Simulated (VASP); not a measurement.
# BN (R3m) in VASP: notebook

Aim: see how the results for BN move with the level of theory and the settings. Levels: RPBE, PBEsol. Tasks: single point.

Everything below comes from runs of VASP 6.6.1. Logs are shortened: lines on timing, memory, paths and dates and some standing lists are left out, and cuts for length are marked.

## (1) The cell of the first run

The structure is trigonal, space group R3m (No. 160). The conventional cell has a = 2.502 Å, b = 2.502 Å, c = 10.119 Å, α = 90.00°, β = 90.00°, γ = 120.00°. Within 1.9 Å of N (site symmetry 3m) lie 3 B at 1.44 Å. Within 1.9 Å of B (site symmetry 3m) lie 3 N at 1.44 Å.

## (2) Single point, RPBE

The input, INCAR:

```
SYSTEM = BN
PREC     = Accurate       ! precision mode
ENCUT    = 520            ! plane-wave cutoff, eV
EDIFF    = 1E-7           ! SCF threshold, eV
ISMEAR   = 0              ! smearing method
SIGMA    = 0.1            ! smearing width, eV
LREAL    = .FALSE.        ! projectors in reciprocal space
LASPH    = .TRUE.         ! aspherical terms in the spheres
NELM     = 100            ! most SCF steps
ALGO     = Normal         ! electronic algorithm
ISIF     = 2              ! what is computed and relaxed
LWAVE    = .FALSE.        ! write WAVECAR
LCHARG   = .FALSE.        ! write CHGCAR
GGA      = RP             ! functional
NBANDS   = 11             ! bands
```

The input, KPOINTS:

```
regular mesh
0
G
  12 12 12
  0 0 0
```

The input, POSCAR:

```
BN
1.0
    1.2511217832      0.7223354983      3.3729344033
   -1.2511217832      0.7223354983      3.3729344033
    0.0000000000     -1.4446709966      3.3729344033
N B
1 1
Direct
    0.6672382000      0.6672382000      0.6672382000
    0.0003288000      0.0003288000      0.0003288000
```

Potentials or basis: VASP PAW PBE potentials, release 64 (N, B).

The run is started by

```console
$ cat potpaw_PBE.64/N/POTCAR potpaw_PBE.64/B/POTCAR > POTCAR
$ mpirun -np 1 vasp_std > vasp.out
```

OUTCAR:

```text
SYSTEM = BN
   PREC = Accurate
   ENCUT = 520
   EDIFF = 1E-7
   ISMEAR = 0
   LREAL = .FALSE.
   LASPH = .TRUE.
   NELM = 100
   ISIF = 2
   GGA = RP

 ion  position               nearest neighbor table
   1  0.667  0.667  0.667-   2 1.44   2 1.44   2 1.44
   2  0.000  0.000  0.000-   1 1.44   1 1.44   1 1.44

  LATTYP: Found a trigonal (rhomboedric) cell.
 ALAT       =     3.6692997666
 COS(alpha) =     0.7674786797

  Lattice vectors:

 A1 = (   1.2511217832,   0.7223354983,   3.3729344033)
 A2 = (  -1.2511217832,   0.7223354983,   3.3729344033)
 A3 = (   0.0000000000,  -1.4446709966,   3.3729344033)

Analysis of symmetry for initial positions (statically):
=====================================================================
 Subroutine PRICEL returns:
 Original cell was already a primitive cell.

 Routine SETGRP: Setting up the symmetry group for a
 trigonal (rhombohedral) supercell.

 Subroutine GETGRP returns: Found  6 space group operations
 (whereof  6 operations were pure point group operations)
 out of a pool of 12 trial point group operations.

The static configuration has the point symmetry C_3v.

Analysis of symmetry for dynamics (positions and initial velocities):
=====================================================================
 Subroutine PRICEL returns:
 Original cell was already a primitive cell.

 Routine SETGRP: Setting up the symmetry group for a
 trigonal (rhombohedral) supercell.

 Subroutine GETGRP returns: Found  6 space group operations
 (whereof  6 operations were pure point group operations)
 out of a pool of 12 trial point group operations.

The dynamic configuration has the point symmetry C_3v.

 Subroutine INISYM returns: Found  6 space group operations
 (whereof  6 operations are pure point group operations),
 and found     1 'primitive' translations

----------------------------------------------------------------------------------------

                                     Primitive cell

  volume of cell :      18.2893

  direct lattice vectors                    reciprocal lattice vectors
     1.251121783  0.722335498  3.372934403     0.399641351  0.230733042  0.098825916
    -1.251121783  0.722335498  3.372934403    -0.399641351  0.230733042  0.098825916
     0.000000000 -1.444670997  3.372934403     0.000000000 -0.461466083  0.098825916

  length of vectors
     3.669299767  3.669299767  3.669299767     0.471929558  0.471929558  0.471929558

  position of ions in fractional coordinates (direct lattice)
     0.667238200  0.667238200  0.667238200
     0.000328800  0.000328800  0.000328800

  ion indices of the primitive-cell ions
   primitive index   ion index
                 1           1
                 2           2

----------------------------------------------------------------------------------------

 KPOINTS: regular mesh

Automatic generation of k-mesh.
 Grid dimensions read from file:
 generate k-points for:   12   12   12

 Generating k-lattice:

  Cartesian coordinates                     Fractional coordinates (reciprocal lattice)
     0.033303446  0.019227753  0.008235493     0.083333333  0.000000000  0.000000000
    -0.033303446  0.019227753  0.008235493     0.000000000  0.083333333  0.000000000
     0.000000000 -0.038455507  0.008235493     0.000000000  0.000000000  0.083333333

  Length of vectors
     0.039327463  0.039327463  0.039327463

  Shift w.r.t. Gamma in fractional coordinates (k-lattice)
     0.000000000  0.000000000  0.000000000

 Subroutine IBZKPT returns following result:
 ===========================================

 Found    189 irreducible k-points:

 Following reciprocal coordinates:
            Coordinates               Weight
  0.000000  0.000000  0.000000      1.000000
  0.083333 -0.000000 -0.000000      6.000000
  0.166667 -0.000000  0.000000      6.000000
  0.250000 -0.000000 -0.000000      6.000000
  0.333333 -0.000000  0.000000      6.000000
  0.416667 -0.000000 -0.000000      6.000000
[... 16 lines left out ...]
  0.500000  0.166667 -0.000000     12.000000
 -0.416667  0.166667  0.000000     12.000000
 [... further k-points ...]
   k-points           NKPTS =    189   k-points in BZ     NKDIM =    189   number of bands    NBANDS=     11
   number of dos      NEDOS =    301   number of ions     NIONS =      2
   total plane-waves  NPLWV =  21952
   dimension x,y,z NGX =    28 NGY =   28 NGZ =   28
   dimension x,y,z NGXF=    56 NGYF=   56 NGZF=   56
   ions per type =               1   1
   NGX,Y,Z   is equivalent  to a cutoff of  12.69, 12.69, 12.69 a.u.
   NGXF,Y,Z  is equivalent  to a cutoff of  25.37, 25.37, 25.37 a.u.
 SYSTEM =  BN
   PREC   = accura    normal or accurate (medium, high low for compatibility)
   ISTART =      0    job   : 0-new  1-cont  2-samecut
   ICHARG =      2    charge: 1-file 2-atom 10-const
   ISPIN  =      1    spin polarized calculation?
   LNONCOLLINEAR =      F non collinear calculations
   LSORBIT =      F    spin-orbit coupling
   LASPH  =      T    aspherical Exc in radial PAW
   ENCUT  =  520.0 eV  38.22 Ry    6.18 a.u.   6.82  6.82  6.82*2*pi/ulx,y,z
   NELM   =    100;   NELMIN=  2; NELMDL= -5     # of ELM steps
   EDIFF  = 0.1E-06   stopping-criterion for ELM
   LREAL  =      F    real-space projection
   EDIFFG = 0.1E-05   stopping-criterion for IOM
   NSW    =      0    number of steps for IOM
   IBRION =     -1    ionic relax: 0-MD 1-quasi-New 2-CG
   NFREE  =      0    steps in history (QN), initial steepest desc. (CG)
   ISIF   =      2    stress and relaxation
   ISYM   =      2    0-nonsym 1-usesym 2-fastsym
   POTIM  = 0.5000    time-step for ionic-motion
   TEBEG  =    0.0;   TEEND  =   0.0 temperature during run
   PSTRESS=    0.0 pullay stress
   NELECT =       8.0000    total number of electrons
   NUPDOWN=      -1.0000    fix difference up-down
   EMIN   =  10.00;   EMAX   =-10.00  energy-range for DOS
   EFERMI =   0.00;   METHOD = LEGACY
   ISMEAR =     0;   SIGMA  =   0.10  broadening in eV -4-tet -1-fermi 0-gaus
   EFERMI_NEDOS =   21; number of points for ismear=-14 and -15
   IALGO  =     38    algorithm
   IMIX   =      4    mixing-type and parameters
     AMIX     =   0.40;   BMIX     =  1.00
     AMIX_MAG =   1.60;   BMIX_MAG =  1.00
  volume/ion in A,a.u.               =       9.14        61.71
  Fermi-wavevector in a.u.,A,eV,Ry     =   1.242717  2.348395 21.012099  1.544346
  Thomas-Fermi vector in A             =   2.377059
   LORBIT       =      0    0 simple, 1 ext, 2 COOP (PROOUT), +10 PAW based schemes
   GGA     = RP    functional components
   LHFCALC =     F    Hartree Fock is set to
   AEXX    =    0.0000 exact exchange contribution
   IVDW    =     0    specifies the selected vdW correction
   LEPSILON=     F    determine dielectric tensor
   LRPA    =     F    only Hartree local field effects (RPA)
 non-spin polarized calculation
 Gauss-broadening in eV      SIGMA  =   0.10
  energy-cutoff  :      520.00
  volume of cell :       18.29
 maximum number of plane-waves:       517
   NGX = 13   NGY = 13   NGZ = 13

 number of electron       8.0000000 magnetization

 Free energy of the ion-electron system (eV)
  ---------------------------------------------------
  ext. energy  EPLUGINS =         0.00000000
  ---------------------------------------------------
  free energy    TOTEN  =       -16.84810106 eV

  energy without entropy =      -16.84810106  energy(sigma->0) =      -16.84810106

 E-fermi :   2.7356     XC(G=0):  -9.7311

 val. band max:        2.2624582433   @ k =  -0.3333   0.3333   0.0000
 cond. band min:       6.6512633313   @ k =   0.5000   0.5000  -0.0000
 fundamental gap:      4.3888050880
 Fermi energy:         2.7355893708

 k-point     1 :       0.0000    0.0000    0.0000
  band No.  band energies     occupation
      1     -15.5833      2.00000
      2      -1.9177      2.00000
      3       0.9941      2.00000
      4       0.9941      2.00000
      5       7.7028      0.00000
      6      13.9865      0.00000
      7      13.9865      0.00000
      8      15.5033      0.00000
      9      17.0218      0.00000
     10      28.3021      0.00000
     11      30.4946      0.00000

 k-point     2 :       0.0833   -0.0000   -0.0000
  band No.  band energies     occupation
      1     -15.4453      2.00000
      2      -1.7681      2.00000
      3       0.4218      2.00000
      4       0.7367      2.00000
      5       7.9856      0.00000
      6      13.9201      0.00000
      7      14.5819      0.00000
      8      15.0246      0.00000
      9      17.4561      0.00000
     10      28.4329      0.00000
     11      28.7980      0.00000

 k-point     3 :       0.1667   -0.0000    0.0000
  band No.  band energies     occupation
      1     -15.0396      2.00000
      2      -1.3343      2.00000
      3      -1.0028      2.00000
      4       0.1097      2.00000
      5       8.7251      0.00000
      6      13.6905      0.00000
      7      13.8475      0.00000
      8      16.2009      0.00000
      9      18.5168      0.00000
     10      25.7194      0.00000
     11      27.8549      0.00000

 k-point     4 :       0.2500   -0.0000   -0.0000
  band No.  band energies     occupation
      1     -14.3943      2.00000
      2      -2.8256      2.00000
      3      -0.6174      2.00000
      4      -0.6087      2.00000
      5       9.7104      0.00000
      6      12.0568      0.00000
      7      13.7253      0.00000
      8      18.4965      0.00000
      9      19.6670      0.00000
     10      23.5380      0.00000
     11      26.2517      0.00000
[... 239 lines left out ...]
 k-point    22 :       0.4167    0.1667   -0.0000
  band No.  band energies     occupation
      1     -13.2171      2.00000
      2      -4.6204      2.00000
      3      -2.4608      2.00000
      4       0.3982      2.00000
      5       9.2938      0.00000
      6      13.0090      0.00000
      7      15.3993      0.00000
      8      17.9312      0.00000
      9      19.7083      0.00000
     10      22.8495      0.00000
     11      25.7445      0.00000

 k-point    23 :       0.5000    0.1667   -0.0000
  band No.  band energies     occupation
      1     -12.4754      2.00000
      2      -5.8336      2.00000
      3      -2.9777      2.00000
      4       1.3481      2.00000
      5       8.1066      0.00000
      6      13.8821      0.00000
      7      15.7776      0.00000
      8      17.6813      0.00000
      9      19.7681      0.00000
     10      22.7191      0.00000
     11      25.8131      0.00000

 k-point    24 :      -0.4167    0.1667    0.0000
  band No.  band energies     occupation
      1     -12.1478      2.00000
      2      -6.3400      2.00000
      3      -3.1497      2.00000
      4       1.9412      2.00000
      5       7.5052      0.00000
      6      13.9091      0.00000
      7      16.0663      0.00000
      8      16.8925      0.00000
      9      20.1600      0.00000
     10      23.3398      0.00000
     11      25.5918      0.00000

 [... further k-points ...]
[... 5 lines left out ...]
  --------------------------------------------------------------------------------------
  -------------------------------------------------------------------------------------
  Total        1.0357283      1.0357283      0.4843176      0.0000000      0.0000000      0.0000000
  in kB       90.7316315     90.7316314     42.4270765      0.0000000      0.0000000      0.0000000
  external PRESSURE =      74.6301131 kB  Pullay stress =       0.0000000 kB

 VOLUME and BASIS-vectors are now :
 -----------------------------------------------------------------------------
  energy-cutoff  :      520.00
  volume of cell :       18.29
      direct lattice vectors                 reciprocal lattice vectors
     1.251121783  0.722335498  3.372934403     0.399641351  0.230733042  0.098825916
    -1.251121783  0.722335498  3.372934403    -0.399641351  0.230733042  0.098825916
     0.000000000 -1.444670997  3.372934403     0.000000000 -0.461466083  0.098825916

 POSITION                                       TOTAL-FORCE (eV/Angst)
 -----------------------------------------------------------------------------------
      0.00000      0.00000      6.75165         0.000000      0.000000     -0.003317
      0.00000      0.00000      0.00333         0.000000      0.000000      0.003317
 -----------------------------------------------------------------------------------
    total drift:                               -0.000000      0.000000      0.000078

  FREE ENERGIE OF THE ION-ELECTRON SYSTEM (eV)
  ---------------------------------------------------
  free  energy   TOTEN  =       -16.8481010626 eV

  energy  without entropy=      -16.8481010626  energy(sigma->0) =      -16.84810106
```

It took 94 s on 1 thread of AMD EPYC 7R43 (Zen 3), shared host; peak memory 0.13 GiB.

Results:

```yaml
Free_energy: -16.8481 eV
Pressure: 7.5 GPa
Largest_force: 0.003 eV/Å
Band_gap_on_the_k_mesh: 4.39 eV, indirect (least direct gap 4.77 eV)
```

Forces on the atoms (eV/Å):
```
N    0.000  0.000 -0.003
B    0.000  0.000  0.003
```

Stress tensor (GPa, compression positive):
```
9.07 0.00 0.00
0.00 9.07 0.00
0.00 0.00 4.24
```

Caveat: the PAW data sets were made with another functional, which shifts forces and pressure a little. A k mesh can miss the band edges.

## (3) Single point, PBEsol (volume scaled by 1.02)

The input, INCAR:

```
SYSTEM = BN
PREC = Accurate ; ENCUT = 520
EDIFF = 1E-7 ; ISMEAR = -1
SIGMA = 0.05 ; LREAL = .False.
LASPH = .True. ; NELM = 100
ALGO = Normal ; ISIF = 2
LWAVE = .False. ; LCHARG = .False.
GGA = PS ; NBANDS = 11
```

The input, KPOINTS:

```
Automatic mesh
0
Gamma
  12 12 12
  0 0 0
```

The input, POSCAR:

```
BN
1.0
    1.2594075994      0.7271193165      3.3952723682
   -1.2594075994      0.7271193165      3.3952723682
    0.0000000000     -1.4542386330      3.3952723682
N B
1 1
Direct
    0.6672382000      0.6672382000      0.6672382000
    0.0003288000      0.0003288000      0.0003288000
```

Potentials or basis: VASP PAW PBE potentials, release 64 (N, B).

The run is started by

```console
$ cat potpaw_PBE.64/N/POTCAR potpaw_PBE.64/B/POTCAR > POTCAR
$ mpirun -np 1 vasp_std > vasp.out
```

Run time: 92 s. Hardware: 1 thread of AMD EPYC 7R43 (Zen 3), shared host; peak memory 0.14 GiB.

The run converged. Its results:

- Free energy: -18.2819 eV
- Pressure: -3.6 GPa
- Largest force: 0.004 eV/Å
- Band gap on the k mesh: 4.16 eV, indirect (least direct gap 4.59 eV)

Forces on the atoms (eV/Å):
```
N    0.000  0.000 -0.004
B    0.000  0.000  0.004
```

Stress tensor (GPa, compression positive):
```
-5.51  0.00  0.00
 0.00 -5.51  0.00
 0.00  0.00  0.21
```

Levels at points of the mesh, in eV from the valence-band top:
```csv
k point,band 1,band 2,band 3,band 4,band 5,band 6,band 7,band 8
"(0.00, 0.00, 0.00)",-17.62,-4.13,-1.29,-1.29,4.93,11.47,11.47,12.88
"(0.50, 0.00, 0.00)",-14.46,-8.86,-4.03,-0.59,5.16,9.65,12.74,14.71
"(0.50, 0.50, 0.00)",-14.39,-8.74,-4.09,-1.16,4.16,9.65,13.91,17.18
"(0.50, 0.50, 0.50)",-17.36,-6.08,-1.30,-1.30,9.84,11.41,11.41,11.87
```

Caveat: the PAW data sets were made with another functional, which shifts forces and pressure a little.

## (4) Single point, PBEsol (volume scaled by 1.04)

The input, INCAR:

```
SYSTEM = BN
PREC = Accurate
ENCUT = 520
EDIFF = 1E-6
ISMEAR = -1
SIGMA = 0.05
LREAL = .False.
LASPH = .True.
NELM = 80
ALGO = Normal
ISIF = 2
LWAVE = .False.
LCHARG = .False.
GGA = PS
NBANDS = 11
```

KPOINTS is that of step 3.

The input, POSCAR:

```
BN
1.0
    1.2675858000      0.7318410028      3.4173202092
   -1.2675858000      0.7318410028      3.4173202092
    0.0000000000     -1.4636820056      3.4173202092
N B
1 1
Direct
    0.6672382000      0.6672382000      0.6672382000
    0.0003288000      0.0003288000      0.0003288000
```

The run is started by

```console
$ cat potpaw_PBE.64/N/POTCAR potpaw_PBE.64/B/POTCAR > POTCAR
$ mpirun -np 1 vasp_std > vasp.out
```

Wall time 78 s (1 thread of AMD EPYC 7R43 (Zen 3), shared host); peak memory 0.14 GiB.

The run converged. Its results:

* Free energy: -18.2691 eV
* Pressure: -7.8 GPa
* Largest force: 0.005 eV/Å
* Band gap on the k mesh: 4.13 eV, indirect (least direct gap 4.54 eV)

Forces on the atoms (eV/Å):
```
N    0.000  0.000 -0.005
B    0.000  0.000  0.005
```

Stress tensor (GPa, compression positive):
```
-11.78   0.00   0.00
  0.00 -11.78   0.00
  0.00   0.00   0.11
```

Levels at points of the mesh, in eV from the valence-band top:
| k point | band 1 | band 2 | band 3 | band 4 | band 5 | band 6 | band 7 | band 8 |
| --- | --- | --- | --- | --- | --- | --- | --- | --- |
| (0.00, 0.00, 0.00) | -17.50 | -4.06 | -1.31 | -1.31 | 4.90 | 11.31 | 11.31 | 12.64 |
| (0.50, 0.00, 0.00) | -14.40 | -8.79 | -4.01 | -0.58 | 5.11 | 9.46 | 12.62 | 14.58 |
| (0.50, 0.50, 0.00) | -14.34 | -8.67 | -4.06 | -1.13 | 4.13 | 9.45 | 13.77 | 16.98 |
| (0.50, 0.50, 0.50) | -17.25 | -5.96 | -1.33 | -1.33 | 9.71 | 11.25 | 11.25 | 11.52 |

Caveat: the PAW data sets were made with another functional, which shifts forces and pressure a little. A k mesh can miss the band edges.

## (5) Overview

```csv
level,cell,smearing,gap on the mesh (eV),pressure (GPa)
RPBE,"a = 3.669 Å, angles 39.9°, 2 atoms",gaussian 0.1 eV,4.39,7.5
PBEsol,"a = 3.694 Å, angles 39.9°, 2 atoms",fermi-dirac 0.05 eV,4.16,-3.6
PBEsol,"a = 3.718 Å, angles 39.9°, 2 atoms",fermi-dirac 0.05 eV,4.13,-7.8
```

Alike in all rows: task single point; potentials or basis VASP PAW PBE potentials, release 64 (N, B); no spin polarisation; k mesh 12 × 12 × 12; cutoff (eV) 520.

Caveats: the PAW data sets were made with another functional, which shifts forces and pressure a little.

Absolute energies hang on the potentials; compare differences alone.
